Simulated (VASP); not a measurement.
# HfN (WC type) (P-6m2) in VASP: further runs, part 3 of 3

VASP 6.6.1. The steps go on from the part before.

## (7) Relaxation of cell and atoms, PBE

This run uses another cell than the first one, of 11.48 Å³/atom.

INCAR

```
SYSTEM = HfN
PREC = Accurate
ENCUT = 600
EDIFF = 1E-6
ISMEAR = -1
SIGMA = 0.1
LREAL = .FALSE.
LASPH = .TRUE.
NELM = 80
ALGO = Normal
ISIF = 3
LWAVE = .FALSE.
LCHARG = .FALSE.
GGA = PE
IBRION = 2
NSW = 60
EDIFFG = -0.005
```

KPOINTS

```
regular mesh
0
G
  16 16 14
  0 0 0
```

POSCAR

```
HfN
1.0
    3.0022085676      0.0000000000      0.0000000000
   -1.5011042838      2.5999888870      0.0000000000
    0.0000000000      0.0000000000      2.9421643963
Hf N
1 1
Direct
    0.0000000000      0.0000000000      0.0000000000
    0.3333333333      0.6666666667      0.5000000000
```

Potentials or basis: VASP PAW PBE potentials, release 64 (Hf_pv, N).

The run is started by

```bash
cat potpaw_PBE.64/Hf_pv/POTCAR potpaw_PBE.64/N/POTCAR > POTCAR
mpirun -np 1 vasp_std > vasp.out
```

OUTCAR:

```text
SYSTEM = HfN
   PREC = Accurate
   ENCUT = 600
   EDIFF = 1E-6
   ISMEAR = -1
   LREAL = .FALSE.
   LASPH = .TRUE.
   NELM = 80
   ISIF = 3
   GGA = PE
   IBRION = 2
   NSW = 60
   EDIFFG = -0.005

 ion  position               nearest neighbor table
   1  0.000  0.000  0.000-   2 2.27   2 2.27   2 2.27   2 2.27   2 2.27   2 2.27
   2  0.333  0.667  0.500-   1 2.27   1 2.27   1 2.27   1 2.27   1 2.27   1 2.27

  LATTYP: Found a hexagonal cell.
 ALAT       =     3.0022085676
 C/A-ratio  =     0.9800000000

  Lattice vectors:

 A1 = (   3.0022085676,   0.0000000000,   0.0000000000)
 A2 = (  -1.5011042838,   2.5999888870,   0.0000000000)
 A3 = (   0.0000000000,   0.0000000000,   2.9421643963)

Analysis of symmetry for initial positions (statically):
=====================================================================
 Subroutine PRICEL returns:
 Original cell was already a primitive cell.

 Routine SETGRP: Setting up the symmetry group for a
 hexagonal supercell.

 Subroutine GETGRP returns: Found 12 space group operations
 (whereof 12 operations were pure point group operations)
 out of a pool of 24 trial point group operations.

The static configuration has the point symmetry D_3h.

Analysis of symmetry for dynamics (positions and initial velocities):
=====================================================================
 Subroutine PRICEL returns:
 Original cell was already a primitive cell.

[... 339 lines left out ...]
  ---------------------------------------------------
  ext. energy  EPLUGINS =         0.00000000
  ---------------------------------------------------
  free energy    TOTEN  =       -20.99894363 eV

  energy without entropy =      -20.95162247  energy(sigma->0) =      -20.97528305

 E-fermi :   6.9015     XC(G=0): -12.4747

 val. band max:        6.8936723462   @ k =   0.2500   0.1875   0.4286
 cond. band min:       6.9114349853   @ k =   0.1875   0.0625   0.3571
 fundamental gap:      0.0177626391
 Fermi energy:         6.9014801369

 k-point     1 :       0.0000    0.0000    0.0000
  band No.  band energies     occupation
      1     -23.3473      2.00000
      2     -23.3473      2.00000
      3     -23.1409      2.00000
      4      -9.2277      2.00000
      5       3.4625      2.00000
      6       3.4625      2.00000
      7       4.6361      2.00000
      8       5.2997      2.00000
      9       9.0091      0.00000
     10      11.7867      0.00000
     11      11.7867      0.00000
[... 309 lines left out ...]
 k-point    24 :       0.2500    0.1875    0.0000
  band No.  band energies     occupation
      1     -24.0719      2.00000
      2     -23.6429      2.00000
      3     -23.0343      2.00000
      4      -7.5221      2.00000
      5       0.7950      2.00000
      6       3.6467      2.00000
      7       3.8228      2.00000
      8       6.4658      1.97470
      9       9.6250      0.00000
     10      11.1147      0.00000
     11      12.6709      0.00000

 [... further k-points ...]

------------------------ aborting loop because EDIFF is reached ----------------------------------------

  FORCE on cell =-STRESS in cart. coord.  units (eV):
  Direction    XX          YY          ZZ          XY          YZ          ZX
  --------------------------------------------------------------------------------------
  -------------------------------------------------------------------------------------
  Total        0.0053897      0.0053897      0.0005322      0.0000000     -0.0000000      0.0000000
  in kB        0.3591847      0.3591847      0.0354650      0.0000000     -0.0000000      0.0000000
  external PRESSURE =       0.2512781 kB  Pullay stress =       0.0000000 kB
[... 17 lines left out ...]
  FREE ENERGIE OF THE ION-ELECTRON SYSTEM (eV)
  ---------------------------------------------------
  free  energy   TOTEN  =       -20.9989436264 eV

  energy  without entropy=      -20.9516224738  energy(sigma->0) =      -20.97528305

 reached required accuracy - stopping structural energy minimisation
```

Run time: 67 s. Hardware: 1 thread of Intel Xeon 6975P-C (Granite Rapids), shared host; peak memory 0.22 GiB.

Results:

```
Free energy                           : -20.9989 eV
Relaxed volume                        : 12.02 Å³/atom
Relaxed cell                          : a = 3.093 Å, b = 3.093 Å, c = 2.902 Å, α = 90.00°, β = 90.00°, γ = 120.00°
Space group after relaxing (to 0.1 Å) : P-6m2 (No. 187)
Energy gained by relaxing             : 40.6 meV/atom
Ionic steps                           : 6
Pressure after relaxing               : 0.0 GPa
Band gap on the k mesh                : zero (an odd number of electrons rules out a gap without spin polarisation)
```

Step by step:
| step | energy change (eV) | largest force (eV/Å) | pressure (GPa) | volume (Å³) |
| --- | --- | --- | --- | --- |
| 1 | 0.0000 | 0.0000 | 10.99 | 22.97 |
| 2 | 0.0071 | 0.0000 | -12.67 | 25.64 |
| 3 | -0.0787 | 0.0000 | -2.05 | 24.23 |
| 4 | -0.0787 | 0.0000 | -1.83 | 24.21 |
| 5 | -0.0781 | 0.0000 | 2.12 | 23.86 |
| 6 | -0.0812 | 0.0000 | 0.03 | 24.04 |

Final structure:
```
Hf N
1.0
     3.09283    0.00000    0.00000
    -1.54641    2.67847    0.00000
     0.00000    0.00000    2.90212
Hf N
1 1
Direct
  0.00000 0.00000 0.00000
  0.33333 0.66667 0.50000
```

Levels at points of the mesh, in eV from the Fermi level:
```tsv
k point	band 6	band 7	band 8	band 9	band 10	band 11
(0.00, 0.00, 0.00)	-3.44	-2.27	-1.60	2.11	4.89	4.89
(0.50, 0.00, 0.00)	-3.30	-2.22	-1.74	4.86	5.07	6.48
(0.00, 0.00, 0.50)	-2.64	-2.64	1.55	1.55	3.88	4.41
(0.50, 0.00, 0.50)	-4.68	-4.30	0.76	5.05	6.65	7.99
```

Caveat: spin-orbit coupling is left out, which moves the levels of the heavy elements; an odd number of electrons without spin polarisation forces a metal; a magnetic or distorted state may lie lower.

## (8) Overview

| task | cell | gap on the mesh (eV) | pressure (GPa) |
| --- | --- | --- | --- |
| relaxation of shape and atoms at fixed volume | relaxed from a = 2.673, b = 2.673, c = 2.509 Å, angles 90.0, 90.0, 120.0°, 2 atoms | none | 253.3 |
| relaxation of shape and atoms at fixed volume | relaxed from a = 2.780, b = 2.780, c = 2.609 Å, angles 90.0, 90.0, 120.0°, 2 atoms | none | 146.5 |
| relaxation of shape and atoms at fixed volume | relaxed from a = 2.879, b = 2.879, c = 2.702 Å, angles 90.0, 90.0, 120.0°, 2 atoms | none | 79.5 |
| relaxation of shape and atoms at fixed volume | relaxed from a = 2.972, b = 2.972, c = 2.790 Å, angles 90.0, 90.0, 120.0°, 2 atoms | none | 36.4 |
| relaxation of shape and atoms at fixed volume | relaxed from a = 3.038, b = 3.038, c = 2.852 Å, angles 90.0, 90.0, 120.0°, 2 atoms | none | 14.2 |
| relaxation of cell and atoms | relaxed from a = 3.002, b = 3.002, c = 2.942 Å, angles 90.0, 90.0, 120.0°, 2 atoms | none | 0.0 |

Alike in all rows: level PBE; potentials or basis VASP PAW PBE potentials, release 64 (Hf_pv, N); no spin polarisation; k mesh 16 × 16 × 14; cutoff (eV) 600; smearing fermi-dirac 0.1 eV.

Caveats: spin-orbit coupling is left out, which moves the levels of the heavy elements; an odd number of electrons without spin polarisation forces a metal; a magnetic or distorted state may lie lower.

Total energies depend on the potentials used, so only differences within one code and one set of settings carry meaning.

The gap in the log of VASP goes by the Fermi energy; the results here count the filled bands.